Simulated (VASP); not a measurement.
# NaCu2H3 (P6/mmm) in VASP: single point with PBE

Aim: the single point of NaCu2H3 with PBE.

Program: VASP 6.6.1. These are calculated values, not measurements. Logs are shortened: lines on timing, memory, paths and dates and some standing lists are left out, and cuts for length are marked.

### Step 1. The cell of the first run

It takes space group P6/mmm (No. 191, hexagonal). The conventional cell has a = 5.208 Å, b = 5.208 Å, c = 2.880 Å, α = 90.00°, β = 90.00°, γ = 120.00°. Na (site symmetry 6/mmm) has 2 Na at 2.88 Å and 12 H at 2.98 Å and 6 Cu at 3.01 Å within 3.8 Å. Within 3.1 Å of Cu (site symmetry -6m2) lie 6 H at 2.08 Å and 5 Cu at 2.88 to 3.01 Å and 3 Na at 3.01 Å. H (site symmetry mmm) has 4 Cu at 2.08 Å and 6 H at 2.60 to 2.88 Å and 4 Na at 2.98 Å within 3.0 Å.

The cell was built from a structure type or drawn by symmetry, and may not be a known phase.

### Step 2. Single point, PBE

INCAR reads:

```
SYSTEM = NaCu2H3
  PREC = Accurate
  ENCUT = 520
  EDIFF = 1E-7
  ISMEAR = 0
  SIGMA = 0.1
  LREAL = .False.
  LASPH = .True.
  NELM = 100
  ALGO = Normal
  ISIF = 2
  LWAVE = .False.
  LCHARG = .False.
  GGA = PE
  NBANDS = 25
```

KPOINTS reads:

```
regular mesh
0
Gamma
  6 6 6
  0 0 0
```

POSCAR reads:

```
NaCu2H3
1.0
    5.2081865000      0.0000000000      0.0000000000
   -2.6040932500      4.5104218100      0.0000000000
    0.0000000000      0.0000000000      2.8802121200
Na Cu H
1 2 3
Direct
    0.0000000000      0.0000000000      0.0000000000
    0.3333333300      0.6666666700      0.0000000000
    0.6666666700      0.3333333300      0.0000000000
    0.5000000000      0.0000000000      0.5000000000
    0.5000000000      0.5000000000      0.5000000000
    0.0000000000      0.5000000000      0.5000000000
```

Potentials or basis: VASP PAW PBE potentials, release 64 (Na_pv, Cu, H).

On the command line:

```bash
$ cat potpaw_PBE.64/Na_pv/POTCAR potpaw_PBE.64/Cu/POTCAR potpaw_PBE.64/H/POTCAR > POTCAR
$ mpirun -np 1 vasp_std > vasp.out
```

OUTCAR:

```text
SYSTEM = NaCu2H3
   PREC = Accurate
   ENCUT = 520
   EDIFF = 1E-7
   ISMEAR = 0
   LREAL = .False.
   LASPH = .True.
   NELM = 100
   ISIF = 2
   GGA = PE

 ion  position               nearest neighbor table
   1  0.000  0.000  0.000-
   2  0.333  0.667  0.000-
   3  0.667  0.333  0.000-
   4  0.500  0.000  0.500-
   5  0.500  0.500  0.500-
   6  0.000  0.500  0.500-

  LATTYP: Found a hexagonal cell.
 ALAT       =     5.2081865000
 C/A-ratio  =     0.5530163177

  Lattice vectors:

 A1 = (   5.2081865000,   0.0000000000,   0.0000000000)
 A2 = (  -2.6040932500,   4.5104218100,   0.0000000000)
 A3 = (   0.0000000000,   0.0000000000,   2.8802121200)

Analysis of symmetry for initial positions (statically):
=====================================================================
 Subroutine PRICEL returns:
 Original cell was already a primitive cell.

 Routine SETGRP: Setting up the symmetry group for a
 hexagonal supercell.

 Subroutine GETGRP returns: Found 24 space group operations
 (whereof 24 operations were pure point group operations)
 out of a pool of 24 trial point group operations.

The static configuration has the point symmetry D_6h.

Analysis of symmetry for dynamics (positions and initial velocities):
=====================================================================
 Subroutine PRICEL returns:
 Original cell was already a primitive cell.

 Routine SETGRP: Setting up the symmetry group for a
 hexagonal supercell.

 Subroutine GETGRP returns: Found 24 space group operations
 (whereof 24 operations were pure point group operations)
 out of a pool of 24 trial point group operations.

The dynamic configuration has the point symmetry D_6h.

 Subroutine INISYM returns: Found 24 space group operations
 (whereof 24 operations are pure point group operations),
 and found     1 'primitive' translations

----------------------------------------------------------------------------------------

                                     Primitive cell

  volume of cell :      67.6594

  direct lattice vectors                    reciprocal lattice vectors
     5.208186500  0.000000000  0.000000000     0.192005413  0.110854377  0.000000000
    -2.604093250  4.510421810  0.000000000     0.000000000  0.221708754  0.000000000
     0.000000000  0.000000000  2.880212120     0.000000000  0.000000000  0.347196650

  length of vectors
     5.208186500  5.208186494  2.880212120     0.221708754  0.221708754  0.347196650

  position of ions in fractional coordinates (direct lattice)
     0.000000000  0.000000000  0.000000000
     0.333333330  0.666666670  0.000000000
     0.666666670  0.333333330  0.000000000
     0.500000000  0.000000000  0.500000000
     0.500000000  0.500000000  0.500000000
     0.000000000  0.500000000  0.500000000

  ion indices of the primitive-cell ions
   primitive index   ion index
                 1           1
                 2           2
                 3           3
                 4           4
                 5           5
                 6           6

----------------------------------------------------------------------------------------

 KPOINTS: regular mesh

Automatic generation of k-mesh.
 Grid dimensions read from file:
 generate k-points for:    6    6    6

 Generating k-lattice:

  Cartesian coordinates                     Fractional coordinates (reciprocal lattice)
     0.032000902  0.018475730  0.000000000     0.166666667  0.000000000  0.000000000
     0.000000000  0.036951459  0.000000000     0.000000000  0.166666667  0.000000000
     0.000000000  0.000000000  0.057866108     0.000000000  0.000000000  0.166666667

  Length of vectors
     0.036951459  0.036951459  0.057866108

  Shift w.r.t. Gamma in fractional coordinates (k-lattice)
     0.000000000  0.000000000  0.000000000

 Subroutine IBZKPT returns following result:
 ===========================================

 Found     28 irreducible k-points:

 Following reciprocal coordinates:
            Coordinates               Weight
  0.000000  0.000000  0.000000      1.000000
  0.166667  0.000000  0.000000      6.000000
  0.333333  0.000000  0.000000      6.000000
  0.500000 -0.000000  0.000000      3.000000
  0.166667  0.166667  0.000000      6.000000
  0.333333  0.166667  0.000000     12.000000
[... 16 lines left out ...]
  0.166667  0.000000  0.500000      6.000000
  0.333333  0.000000  0.500000      6.000000
 [... further k-points ...]
   k-points           NKPTS =     28   k-points in BZ     NKDIM =     28   number of bands    NBANDS=     25
   number of dos      NEDOS =    301   number of ions     NIONS =      6
   total plane-waves  NPLWV =  38400
   dimension x,y,z NGX =    40 NGY =   40 NGZ =   24
   dimension x,y,z NGXF=    80 NGYF=   80 NGZF=   48
   ions per type =               1   2   3
   NGX,Y,Z   is equivalent  to a cutoff of  12.77, 12.77, 13.85 a.u.
   NGXF,Y,Z  is equivalent  to a cutoff of  25.54, 25.54, 27.71 a.u.
 SYSTEM =  NaCu2H3
   PREC   = accura    normal or accurate (medium, high low for compatibility)
   ISTART =      0    job   : 0-new  1-cont  2-samecut
   ICHARG =      2    charge: 1-file 2-atom 10-const
   ISPIN  =      1    spin polarized calculation?
   LNONCOLLINEAR =      F non collinear calculations
   LSORBIT =      F    spin-orbit coupling
   LASPH  =      T    aspherical Exc in radial PAW
   ENCUT  =  520.0 eV  38.22 Ry    6.18 a.u.   9.68  9.68  5.36*2*pi/ulx,y,z
   NELM   =    100;   NELMIN=  2; NELMDL= -5     # of ELM steps
   EDIFF  = 0.1E-06   stopping-criterion for ELM
   LREAL  =      F    real-space projection
   EDIFFG = 0.1E-05   stopping-criterion for IOM
   NSW    =      0    number of steps for IOM
   IBRION =     -1    ionic relax: 0-MD 1-quasi-New 2-CG
   NFREE  =      0    steps in history (QN), initial steepest desc. (CG)
   ISIF   =      2    stress and relaxation
   ISYM   =      2    0-nonsym 1-usesym 2-fastsym
   POTIM  = 0.5000    time-step for ionic-motion
   TEBEG  =    0.0;   TEEND  =   0.0 temperature during run
   PSTRESS=    0.0 pullay stress
   NELECT =      32.0000    total number of electrons
   NUPDOWN=      -1.0000    fix difference up-down
   EMIN   =  10.00;   EMAX   =-10.00  energy-range for DOS
   EFERMI =   0.00;   METHOD = LEGACY
   ISMEAR =     0;   SIGMA  =   0.10  broadening in eV -4-tet -1-fermi 0-gaus
   EFERMI_NEDOS =   21; number of points for ismear=-14 and -15
   IALGO  =     38    algorithm
   IMIX   =      4    mixing-type and parameters
     AMIX     =   0.40;   BMIX     =  1.00
     AMIX_MAG =   1.60;   BMIX_MAG =  1.00
  volume/ion in A,a.u.               =      11.28        76.10
  Fermi-wavevector in a.u.,A,eV,Ry     =   1.275505  2.410355 22.135489  1.626913
  Thomas-Fermi vector in A             =   2.408213
   LORBIT       =      0    0 simple, 1 ext, 2 COOP (PROOUT), +10 PAW based schemes
   GGA     = PE    functional components
   LHFCALC =     F    Hartree Fock is set to
   AEXX    =    0.0000 exact exchange contribution
   IVDW    =     0    specifies the selected vdW correction
   LEPSILON=     F    determine dielectric tensor
   LRPA    =     F    only Hartree local field effects (RPA)
 non-spin polarized calculation
 Gauss-broadening in eV      SIGMA  =   0.10
  energy-cutoff  :      520.00
  volume of cell :       67.66
 maximum number of plane-waves:      1836
 NGX is ok and might be reduce to    40
   NGX = 19   NGY = 19   NGZ = 11

 number of electron      32.0000011 magnetization

 Free energy of the ion-electron system (eV)
  ---------------------------------------------------
  ext. energy  EPLUGINS =         0.00000000
  ---------------------------------------------------
  free energy    TOTEN  =       -17.09258068 eV

  energy without entropy =      -17.09058974  energy(sigma->0) =      -17.09158521

 E-fermi :   3.5522     XC(G=0):  -9.5860

 val. band max:        3.5431941062   @ k =   0.3333   0.3333   0.5000
 cond. band min:       3.5857630659   @ k =   0.5000  -0.0000   0.5000
 fundamental gap:      0.0425689597
 Fermi energy:         3.5521729189

 k-point     1 :       0.0000    0.0000    0.0000
  band No.  band energies     occupation
      1     -22.0012      2.00000
      2     -21.9836      2.00000
      3     -21.9836      2.00000
      4      -5.5985      2.00000
      5      -1.3888      2.00000
      6      -1.3888      2.00000
[... 17 lines left out ...]
     24      13.8080      0.00000
     25      17.8710      0.00000

 k-point     2 :       0.1667    0.0000    0.0000
  band No.  band energies     occupation
      1     -22.0012      2.00000
      2     -21.9839      2.00000
      3     -21.9836      2.00000
      4      -5.4293      2.00000
      5      -1.8963      2.00000
      6      -1.4052      2.00000
[... 17 lines left out ...]
     24      13.7346      0.00000
     25      16.0449      0.00000

 k-point     3 :       0.3333    0.0000    0.0000
  band No.  band energies     occupation
      1     -22.0012      2.00000
      2     -21.9846      2.00000
      3     -21.9838      2.00000
      4      -4.9575      2.00000
      5      -2.8565      2.00000
      6      -1.4379      2.00000
[... 17 lines left out ...]
     24      14.2832      0.00000
     25      15.1039      0.00000

 k-point     4 :       0.5000   -0.0000    0.0000
  band No.  band energies     occupation
      1     -22.0012      2.00000
      2     -21.9849      2.00000
      3     -21.9838      2.00000
      4      -4.5083      2.00000
      5      -3.5049      2.00000
      6      -1.4540      2.00000
[... 17 lines left out ...]
     24      14.7911      0.00000
     25      15.1602      0.00000
[... 477 lines left out ...]
 k-point    22 :       0.0000    0.0000    0.5000
  band No.  band energies     occupation
      1     -22.2017      2.00000
      2     -21.9585      2.00000
      3     -21.9585      2.00000
      4      -2.4655      2.00000
      5      -1.3722      2.00000
      6      -1.3722      2.00000
[... 17 lines left out ...]
     24       9.5603      0.00000
     25       9.8166      0.00000

 k-point    23 :       0.1667    0.0000    0.5000
  band No.  band energies     occupation
      1     -22.2016      2.00000
      2     -21.9587      2.00000
      3     -21.9585      2.00000
      4      -2.3835      2.00000
      5      -1.4293      2.00000
      6      -1.4026      2.00000
[... 17 lines left out ...]
     24      10.5329      0.00000
     25      10.6236      0.00000

 k-point    24 :       0.3333    0.0000    0.5000
  band No.  band energies     occupation
      1     -22.2015      2.00000
      2     -21.9590      2.00000
      3     -21.9586      2.00000
      4      -2.1681      2.00000
      5      -1.5908      2.00000
      6      -1.4605      2.00000
[... 17 lines left out ...]
     24      12.0595      0.00000
     25      12.8102      0.00000

 [... further k-points ...]
[... 5 lines left out ...]
  --------------------------------------------------------------------------------------
  -------------------------------------------------------------------------------------
  Total       -4.0221030     -4.0221030     -5.1561180      0.0000000     -0.0000000      0.0000000
  in kB      -95.2435584    -95.2435581   -122.0970773      0.0000000     -0.0000000      0.0000000
  external PRESSURE =    -104.1947312 kB  Pullay stress =       0.0000000 kB

 VOLUME and BASIS-vectors are now :
 -----------------------------------------------------------------------------
  energy-cutoff  :      520.00
  volume of cell :       67.66
      direct lattice vectors                 reciprocal lattice vectors
     5.208186500  0.000000000  0.000000000     0.192005413  0.110854377  0.000000000
    -2.604093250  4.510421810  0.000000000     0.000000000  0.221708754  0.000000000
     0.000000000  0.000000000  2.880212120     0.000000000  0.000000000  0.347196650

 POSITION                                       TOTAL-FORCE (eV/Angst)
 -----------------------------------------------------------------------------------
      0.00000      0.00000      0.00000         0.000000      0.000000      0.000000
     -0.00000      3.00695      0.00000         0.000000     -0.000000      0.000000
      2.60409      1.50347      0.00000        -0.000000      0.000000      0.000000
      2.60409      0.00000      1.44011         0.000000      0.000000      0.000000
      1.30205      2.25521      1.44011         0.000000      0.000000      0.000000
     -1.30205      2.25521      1.44011         0.000000      0.000000      0.000000
 -----------------------------------------------------------------------------------
    total drift:                                0.000000     -0.000000      0.000000

  FREE ENERGIE OF THE ION-ELECTRON SYSTEM (eV)
  ---------------------------------------------------
  free  energy   TOTEN  =       -17.0925806775 eV

  energy  without entropy=      -17.0905897404  energy(sigma->0) =      -17.09158521
```

It took 72 s on 1 thread of Intel Xeon 8259CL, shared host; peak memory 0.21 GiB.

What came out:

| Item | Value |
| --- | --- |
| Free energy | -17.0926 eV |
| Pressure | -10.4 GPa |
| Band gap on the k mesh | zero (bands 16 and 17 overlap by 0.64 eV) |

Stress tensor (GPa, compression positive):
```
 -9.52   0.00   0.00
  0.00  -9.52   0.00
  0.00   0.00 -12.21
```

Caveat: the k points lie up to 0.36 Å⁻¹ apart, too coarse for converged energies and pressures of a metal.
